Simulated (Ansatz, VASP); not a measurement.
**Two plane-wave programs on K**

The input POSCAR:

```
K
1.0
    4.2476970766      0.0000000000      0.0000000000
   -2.1238485383      3.6786135759      0.0000000000
    0.0000000000      0.0000000000      6.9903169326
K
2
Direct
    0.3333333333      0.6666666667      0.2500000000
    0.6666666667      0.3333333333      0.7500000000
```

INCAR.step1

```
  ALGO = Normal
  EDIFF = 1E-4
  ENCUT = 520
  GGA = PE
  ISMEAR = 0
  LASPH = T
  LCHARG = F
  LREAL = F
  LWAVE = T
  NBANDS = 16
  NELM = 80
  PREC = Accurate
  SIGMA = 0.1
```

INCAR.step2

```
  ALGO = Normal
  EDIFF = 1E-6
  ENCUT = 520
  ISIF = 2
  ISMEAR = 0
  ISTART = 1
  LASPH = T
  LCHARG = T
  LELF = T
  LMIXTAU = T
  LREAL = F
  LVHAR = T
  LWAVE = F
  METAGGA = R2SCAN
  NBANDS = 16
  NELM = 80
  PREC = Accurate
  SIGMA = 0.1
```

The input KPOINTS:

```
k-points
0
Gamma
  6 6 4
```

Input for Ansatz:

```yaml
crystal:
  lattice:
    - [4.2476970766, 0.0, 0.0]
    - [-2.1238485383, 3.6786135759, 0.0]
    - [0.0, 0.0, 6.9903169326]
  atoms:
    - { symbol: K, position: [0.3333333333, 0.6666666667, 0.25] }
    - { symbol: K, position: [0.6666666667, 0.3333333333, 0.75] }
basis:
  ecutwfc: 500
kpoints:
  mp_grid: { grid: [6, 6, 4] }
hamiltonian:
  xc: r2scan
scf:
  occupations: { method: gaussian, width: 0.1 }
output:
  forces: true
  stress: true
  eigenvalues: true
```

Alike in both runs: task single point; functional r2SCAN; k mesh 6 × 6 × 4; occupations gaussian, width 0.1 eV; no spin polarisation.

|  | VASP | Ansatz |
| --- | --- | --- |
| version | VASP 6.6.1 | Ansatz 0.2.0 |
| potentials or method | VASP PAW PBE potentials, release 64 (K_sv), cutoff 520 eV | scalar-relativistic, plane waves, PAW |
| valence electrons in the cell | 18 | 18 |

```tsv
	VASP	Ansatz	Ansatz less VASP
gap on the k mesh at the Fermi level (eV)	none	none	-
pressure (GPa)	2.2	2.2	+0.02
traceless stress, the component that is largest in VASP (GPa)	-0.34	-0.34	+0.001
```

VASP's potentials were made for PBE, not for r2SCAN. A gap of «none» marks a metal or a gap that the smearing closes.
